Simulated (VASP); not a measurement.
SiF, 2 atoms in the cell. The structure is cubic, space group Pm-3m (No. 221). The conventional cell has a = 2.976 Å, b = 2.976 Å, c = 2.976 Å, α = 90.00°, β = 90.00°, γ = 90.00°. Si (site symmetry m-3m) has 8 F at 2.58 Å and 6 Si at 2.98 Å within 3.4 Å. Within 3.4 Å of F (site symmetry m-3m) lie 8 Si at 2.58 Å and 6 F at 2.98 Å. 

| Quantity | Value |
| --- | --- |
| Program | VASP 6.6.1 |
| Task | single point |
| Functional | PBEsol-based screened hybrid with 25 % exact exchange |
| Potentials or basis | VASP PAW PBE potentials, release 64 (Si, F) |
| Cutoff | 520 eV |
| k mesh | 5 × 5 × 5 |
| Occupations | fermi-dirac, width 0.05 eV |
| Spin | no spin polarisation |
| Dipole correction | no |
| Grid for exact exchange (PRECFOCK) | Normal |
| Share of exact exchange | 0.25 |
| Further INCAR settings | ALGO = Normal; EDIFF = 1e-06; NBANDS = 12 |
| Screening parameter | 0.207 1/Å |

Potentials or basis: VASP PAW PBE potentials, release 64 (Si, F).

Launch:

```console
$ cat potpaw_PBE.64/Si/POTCAR potpaw_PBE.64/F/POTCAR > POTCAR
$ cp INCAR.step1 INCAR
$ mpirun -np 1 vasp_std > vasp.out
$ cp INCAR.step2 INCAR
$ mpirun -np 1 vasp_std > vasp.out
```

Hardware: 1 thread of Intel(R) Xeon(R) Platinum 8488C (Sapphire Rapids), on a shared host.

Question: How long does it take, and how much memory?

Answer: It took 3.6 min on 1 thread of Intel(R) Xeon(R) Platinum 8488C (Sapphire Rapids) (shared host), peak memory 0.24 GiB. Counts: k points 10.
